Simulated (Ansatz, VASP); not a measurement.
**Two plane-wave programs on Rh**

Contents of POSCAR:

```
Rh
1.0
    0.0000000000      1.8730267500      1.9585965000
    1.8730267500      0.0000000000      1.9585965000
    1.8730267500      1.8730267500      0.0000000000
Rh
1
Direct
    0.0000000000      0.0000000000      0.0000000000
```

The input INCAR.step1:

```
PREC = Accurate
ENCUT = 520
ISMEAR = 0
SIGMA = 0.15
LREAL = False
LASPH = True
NELM = 80
NBANDS = 14
GGA = PE
ALGO = Normal
EDIFF = 1E-4
LWAVE = True
LCHARG = False
```

The input INCAR.step2:

```
PREC = Accurate
ENCUT = 520
EDIFF = 1E-7
ISMEAR = 0
SIGMA = 0.15
LREAL = False
LASPH = True
NELM = 80
ALGO = Normal
ISIF = 2
LWAVE = False
LCHARG = True
METAGGA = R2SCAN
LMIXTAU = True
LELF = True
LVHAR = True
NBANDS = 14
ISTART = 1
```

Contents of KPOINTS:

```
regular mesh
0
Gamma
  8 8 8
```

Input for Ansatz:

```yaml
crystal:
  lattice:
    - [0.0, 1.87302675, 1.9585965]
    - [1.87302675, 0.0, 1.9585965]
    - [1.87302675, 1.87302675, 0.0]
  atoms:
    - { symbol: Rh, position: [0.0, 0.0, 0.0] }
basis:
  ecutwfc: 500
kpoints:
  mp_grid: { grid: [8, 8, 8] }
hamiltonian:
  xc: r2scan
scf:
  occupations: { method: gaussian, width: 0.15 }
output:
  forces: true
  stress: true
  eigenvalues: true
```

Change from the starting cell: strain -0.015 along x and y, +0.030 along z, atoms carried along.

Alike in both runs: task single point; functional r2SCAN; k mesh 8 × 8 × 8; occupations gaussian, width 0.15 eV; no spin polarisation.

|  | VASP | Ansatz |
| --- | --- | --- |
| version | VASP 6.6.1 | Ansatz 0.2.0 |
| potentials or method | VASP PAW PBE potentials, release 64 (Rh_pv), cutoff 520 eV | scalar-relativistic, plane waves, PAW |
| valence electrons in the cell | 15 | 17 |

|  | VASP | Ansatz | Ansatz less VASP |
| --- | --- | --- | --- |
| gap on the k mesh at the Fermi level (eV) | none | none | - |
| pressure (GPa) | 1.9 | 0.7 | -1.23 |
| traceless stress, the component that is largest in VASP (GPa) | -7.16 | -7.12 | +0.047 |

VASP's potentials were made for PBE, not for r2SCAN. A gap of «none» marks a metal or a gap that the smearing closes. VASP's potentials hold 15 valence electrons a cell and Ansatz's 17, so a difference there can come from the potentials and not from the codes.
